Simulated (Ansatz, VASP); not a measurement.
# Mn in VASP and in Ansatz

INCAR

```
SYSTEM = Mn
PREC     = Accurate       ! precision mode
ENCUT    = 520            ! plane-wave cutoff, eV
EDIFF    = 1E-7           ! SCF threshold, eV
ISMEAR   = -1             ! smearing method
SIGMA    = 0.05           ! smearing width, eV
LREAL    = .FALSE.        ! projectors in reciprocal space
LASPH    = .TRUE.         ! aspherical terms in the spheres
NELM     = 150            ! most SCF steps
ALGO     = Normal         ! electronic algorithm
ISIF     = 2              ! what is computed and relaxed
LWAVE    = .FALSE.        ! write WAVECAR
LCHARG   = .FALSE.        ! write CHGCAR
ISPIN    = 2              ! spin polarisation
MAGMOM   = 2.48 -2.48     ! initial moments
LORBIT   = 11             ! projections on sites
LMAXMIX  = 4              ! l up to which the mixer works
GGA      = RE             ! functional
NBANDS   = 24             ! bands
```

Contents of KPOINTS:

```
Automatic mesh
0
G
  12 12 12
  0 0 0
```

POSCAR

```
Mn
1.0
    0.0000000000      2.5557240627      2.5557240627
    2.5557240627      0.0000000000      2.5557240627
    2.5557240627      2.5557240627      0.0000000000
Mn
2
Direct
    0.1250000000      0.1250000000      0.1250000000
    0.8750000000      0.8750000000      0.8750000000
```

Input for Ansatz:

```yaml
crystal:
  lattice:
    - [0.0, 2.5557240627, 2.5557240627]
    - [2.5557240627, 0.0, 2.5557240627]
    - [2.5557240627, 2.5557240627, 0.0]
  atoms:
    - { symbol: Mn, position: [0.125, 0.125, 0.125], spin: 2.48 }
    - { symbol: Mn, position: [0.875, 0.875, 0.875], spin: -2.48 }
hamiltonian:
  xc: revpbe
  pseudopotentials:
    kind: paw
    azcp:
      Mn: "pseudopotentials/Mn.paw.azcp"
basis:
  ecutwfc: 420
  fft_grid_basis: typed
kpoints:
  mp_grid: { grid: [12, 12, 12], shift: [0, 0, 0] }
magnetization:
  spin_polarized: true
scf:
  occupations: { method: fermi_dirac, width: 0.05 }
  lower_state_search: "off"
output:
  stress: true
  write_density: true
  write_potential: true
  elf: true
  volumetric_format: npy
```

Alike in both runs: task single point; functional revPBE; k mesh 12 × 12 × 12; occupations fermi-dirac, width 0.05 eV; collinear spin.

|  | VASP | Ansatz |
| --- | --- | --- |
| version | VASP 6.6.1 | Ansatz 0.2.0 |
| potentials or method | VASP PAW PBE potentials, release 64 (Mn_pv), cutoff 520 eV | plane waves (420 eV) with PAW, scalar-relativistic |
| valence electrons in the cell | 26 | 30 |

Ansatz gave:

```
pressure (GPa)                                                : 4.1
net moment per atom (μB)                                      : 0.00
size of the moment on the site where the two differ most (μB) : 2.10
```

Q: Estimate VASP's values.

A: Pressure (GPa): 4.6; net moment per atom (μB): 0.00; size of the moment on the site where the two differ most (μB): 2.28.

VASP's potentials were made for PBE, not for revPBE. Site moments also hang on the region over which each program counts them. VASP's potentials hold 26 valence electrons a cell and Ansatz's 30, so a difference there can come from the potentials and not from the codes.
